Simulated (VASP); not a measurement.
## Si: single point with PBE

Crystal: Si.

```
Si
1.0
     2.65908    0.00000    0.00000
    -1.32954    2.30283    0.00000
     0.00000    0.00000    4.55157
Si
2
Cartesian
  0.0000 1.5352 1.1379
  1.3295 0.7676 3.4137
```

This isn't the form of Si at room conditions, which is diamond.

```
Program             : VASP 6.6.1
Task                : single point
Functional          : PBE
Potentials or basis : VASP PAW PBE potentials, release 64 (Si)
Cutoff              : 520 eV
k mesh              : 18 × 18 × 10
Occupations         : gaussian, width 0.1 eV
Spin                : no spin polarisation
```

| Quantity | Value |
| --- | --- |
| Pressure | 2.8 GPa |
| Band gap on the k mesh | zero (bands 4 and 5 overlap by 12.97 eV) |

Levels at points of the mesh, in eV from the Fermi level:
| k point | band 1 | band 2 | band 3 | band 4 | band 5 | band 6 | band 7 | band 8 | band 9 |
| --- | --- | --- | --- | --- | --- | --- | --- | --- | --- |
| (0.00, 0.00, 0.00) | -14.80 | -8.38 | -7.39 | 9.26 | 9.26 | 10.48 | 10.48 | 10.49 | 10.82 |
| (0.50, 0.00, 0.00) | -8.32 | -7.78 | -2.02 | -1.62 | -1.55 | -0.08 | 3.92 | 6.07 | 8.93 |
| (0.00, 0.00, 0.50) | -13.06 | -13.06 | 0.42 | 0.42 | 10.60 | 10.60 | 10.60 | 10.60 | 12.19 |
| (0.50, 0.00, 0.50) | -6.64 | -6.64 | -6.07 | -6.07 | 5.42 | 5.42 | 5.74 | 5.74 | 6.78 |

Run time: 68 s on 1 thread of Intel Xeon 8259CL (shared host), peak memory 0.17 GiB.
